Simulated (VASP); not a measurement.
Here is a VASP 6.6.1 calculation.

Contents of INCAR:

```
SYSTEM = InSb
ALGO = Normal
EDIFF = 1E-8
ENCUT = 520
GGA = RP
ISIF = 2
ISMEAR = -1
LASPH = .True.
LCHARG = .False.
LEFG = .True.
LREAL = .False.
LWAVE = .False.
NBANDS = 26
NELM = 60
PREC = Accurate
SIGMA = 0.05
```

Contents of KPOINTS:

```
k-points
0
Gamma
  9 8 15
  0 0 0
```

File POSCAR:

```
InSb
1.0
    5.3570000000      0.0000000000      0.0000000000
    0.0000000000      5.7120000000      0.0000000000
    0.0000000000      0.0000000000      3.0630000000
In Sb
2 2
Direct
    0.0000000000      0.0000000000      0.0000000000
    0.5000000000      0.5000000000      0.0000000000
    0.5000000000      0.0000000000      0.8350000000
    0.0000000000      0.5000000000      0.1650000000
```

Potentials or basis: VASP PAW PBE potentials, release 64 (In_d, Sb).

Command:

```console
$ cat potpaw_PBE.64/In_d/POTCAR potpaw_PBE.64/Sb/POTCAR > POTCAR
$ mpirun -np 1 vasp_std > vasp.out
```

(1) What does it give for the pressure?

(2) Predict the largest force.

(3) What does it give for the band gap on the k mesh?

Results:

(1) 19.6 GPa.

(2) 0.795 eV/Å.

(3) zero (band 18 reaches 11.73 eV, above the bottom of band 19 at 8.02 eV).

Caveat: without QUAD_EFG the Cq values of the log hold for a quadrupole moment of 1 mb, not for the nuclei; the PAW data sets were made with another functional, which shifts forces and pressure a little; spin-orbit coupling is left out, which moves the levels of the heavy elements.
